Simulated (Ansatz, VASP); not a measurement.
# One calculation of BiH5, two programs

Contents of INCAR:

```
SYSTEM = BiH5
  PREC = Accurate
  ENCUT = 520
  EDIFF = 1E-7
  ISMEAR = 0
  SIGMA = 0.01
  LREAL = .FALSE.
  LASPH = .TRUE.
  NELM = 150
  ALGO = Normal
  ISIF = 2
  LWAVE = .FALSE.
  LCHARG = .TRUE.
  LNONCOLLINEAR = .TRUE.
  MAGMOM = 0 0 0 0 0 0 0 0 0 0 0 0 0 0 0 0 0 0
  LORBIT = 11
  LSORBIT = .TRUE.
  GGA_COMPAT = .FALSE.
  LORBMOM = .TRUE.
  GGA = PE
  LVHAR = .TRUE.
  NBANDS = 36
```

File KPOINTS:

```
Automatic mesh
0
G
  1 1 1
  0 0 0
```

File POSCAR:

```
BiH5
1.0
   12.1100000000      0.0000000000      0.0000000000
    0.0000000000     12.7300000000      0.0000000000
    0.0000000000      0.0000000000     11.7000000000
Bi H
1 5
Direct
    0.5001643300      0.5001798900      0.4613803400
    0.5001643300      0.5001798900      0.6150564100
    0.6287349300      0.5001798900      0.3846153800
    0.5001643300      0.6468641000      0.4614136800
    0.3715937200      0.5001798900      0.3846153800
    0.5001643300      0.3534956800      0.4614136800
```

Input for Ansatz:

```yaml
crystal:
  lattice:
    - [12.11, 0.0, 0.0]
    - [0.0, 12.73, 0.0]
    - [0.0, 0.0, 11.7]
  atoms:
    - { symbol: Bi, position: [0.50016433, 0.50017989, 0.46138034] }
    - { symbol: H, position: [0.50016433, 0.50017989, 0.61505641] }
    - { symbol: H, position: [0.62873493, 0.50017989, 0.38461538] }
    - { symbol: H, position: [0.50016433, 0.6468641, 0.46141368] }
    - { symbol: H, position: [0.37159372, 0.50017989, 0.38461538] }
    - { symbol: H, position: [0.50016433, 0.35349568, 0.46141368] }
basis:
  ecutwfc: 420
  ecutrho_ratio: 4
kpoints:
  mp_grid: { grid: [1, 1, 1] }
hamiltonian:
  xc: pbe
scf:
  occupations: { method: gaussian, width: 0.01 }
output:
  forces: true
  eigenvalues: true
  populations: true
  write_density: true
  write_potential: true
  elf: true
  volumetric_format: npy
magnetization:
  noncollinear: true
  spin_orbit: true
```

Alike in both runs: task single point; functional PBE; k mesh 1 × 1 × 1; occupations gaussian, width 0.01 eV; non-collinear spin, spin-orbit coupling.

|  | VASP | Ansatz |
| --- | --- | --- |
| version | VASP 6.6.1 | Ansatz 0.2.0 |
| potentials or method | VASP PAW PBE potentials, release 64 (Bi_d, H), cutoff 520 eV | plane waves, PAW |
| valence electrons in the cell | 20 | 20 |

|  | VASP | Ansatz | Ansatz less VASP |
| --- | --- | --- | --- |
| rms of the force components (eV/Å) | 0.077 | 0.069 | -0.0076 |

Atom by atom the forces differ by 0.008 eV/Å (rms over components). Ansatz's warnings: xc potential rough in thin density.
